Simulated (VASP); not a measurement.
A run of VASP 6.6.1 is set up as follows.

POSCAR

```
Pt
1.0
    0.0000000000      1.9701103811      1.9701103811
    1.9701103811      0.0000000000      1.9701103811
    1.9701103811      1.9701103811      0.0000000000
Pt
1
Direct
    0.0000000000      0.0000000000      0.0000000000
```

Contents of INCAR.step1:

```
SYSTEM = Pt
PREC     = Accurate       ! precision mode
ENCUT    = 520            ! plane-wave cutoff, eV
ISMEAR   = 0              ! smearing method
SIGMA    = 0.1            ! smearing width, eV
LREAL    = .FALSE.        ! projectors in reciprocal space
LASPH    = .TRUE.         ! aspherical terms in the spheres
NELM     = 80             ! most SCF steps
NBANDS   = 11             ! bands
GGA      = PE             ! functional
ALGO     = Normal         ! electronic algorithm
EDIFF    = 1E-4           ! SCF threshold, eV
LWAVE    = .TRUE.         ! write WAVECAR
LCHARG   = .FALSE.        ! write CHGCAR
```

INCAR.step2

```
SYSTEM = Pt
PREC     = Accurate       ! precision mode
ENCUT    = 520            ! plane-wave cutoff, eV
EDIFF    = 1E-6           ! SCF threshold, eV
ISMEAR   = 0              ! smearing method
SIGMA    = 0.1            ! smearing width, eV
LREAL    = .FALSE.        ! projectors in reciprocal space
LASPH    = .TRUE.         ! aspherical terms in the spheres
NELM     = 80             ! most SCF steps
ALGO     = Normal         ! electronic algorithm
ISIF     = 2              ! what is computed and relaxed
LWAVE    = .FALSE.        ! write WAVECAR
LCHARG   = .TRUE.         ! write CHGCAR
METAGGA  = R2SCAN         ! meta-GGA
LMIXTAU  = .TRUE.       
LELF     = .TRUE.         ! ELF
LVHAR    = .TRUE.       
NBANDS   = 11             ! bands
ISTART   = 1
```

The input KPOINTS:

```
Automatic mesh
0
G
  18 18 18
  0 0 0
```

Potentials or basis: VASP PAW PBE potentials, release 64 (Pt).

Run with:

```console
$ cat potpaw_PBE.64/Pt/POTCAR > POTCAR
$ cp INCAR.step1 INCAR
$ mpirun -np 1 vasp_std > vasp.out
$ cp INCAR.step2 INCAR
$ mpirun -np 1 vasp_std > vasp.out
```

**Question.** Predict the pressure.

**Answer.** 0.7 GPa.

**Question.** Predict the band gap on the k mesh.

**Answer.** Zero (band 5 reaches 11.26 eV, above the bottom of band 6 at 8.94 eV).

Caveat: the PAW data sets were made with another functional, which shifts forces and pressure a little; spin-orbit coupling is left out, which moves the levels of the heavy elements.
